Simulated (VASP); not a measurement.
Ta: single point with PBE

The system is Ta.

```
CELL_PARAMETERS angstrom
-1.42390 1.42390 2.16389
1.42390 -1.42390 2.16389
1.42390 1.42390 -2.16389
ATOMIC_POSITIONS crystal
Ta 0.00000 0.00000 0.00000
```

```
Program                : VASP 6.6.1
Task                   : single point
Functional             : PBE
Potentials or basis    : VASP PAW PBE potentials, release 64 (Ta_pv)
Cutoff                 : 520 eV
k mesh                 : 20 × 20 × 20
Occupations            : gaussian, width 0.15 eV
Spin                   : no spin polarisation
Dipole correction      : no
Further INCAR settings : ALGO = Normal; EDIFF = 1e-06; NBANDS = 12
```

| Property | Result |
| --- | --- |
| Pressure | 14.4 GPa |
| Band gap on the k mesh | zero (an odd number of electrons rules out a gap without spin polarisation) |

Stress tensor (GPa, compression positive):
```
11.15  0.00  0.00
 0.00 11.15  0.00
 0.00  0.00 20.78
```

Levels at points of the mesh, in eV from the Fermi level:
```
           k point  band 2  band 3  band 4  band 5  band 6  band 7  band 8  band 9
(0.00, 0.00, 0.00)  -33.32  -33.32   -8.38   -0.19    0.84    0.84    2.92    4.46
(0.50, 0.00, 0.00)  -33.57  -33.43   -4.87   -0.32    0.75    0.97    6.02    6.57
(0.50, 0.50, 0.00)  -33.94  -33.75   -4.73   -3.67    3.80    6.11    6.45    7.67
(0.50, 0.50, 0.50)  -33.68  -33.68   -4.81   -3.55    2.45    6.42    7.03    7.03
```

It took 2.1 min on 1 thread of Intel Xeon 8259CL (shared host), peak memory 0.25 GiB.

Caveat: the cell stands under pressure; spin-orbit coupling is left out, which moves the levels of the heavy elements.
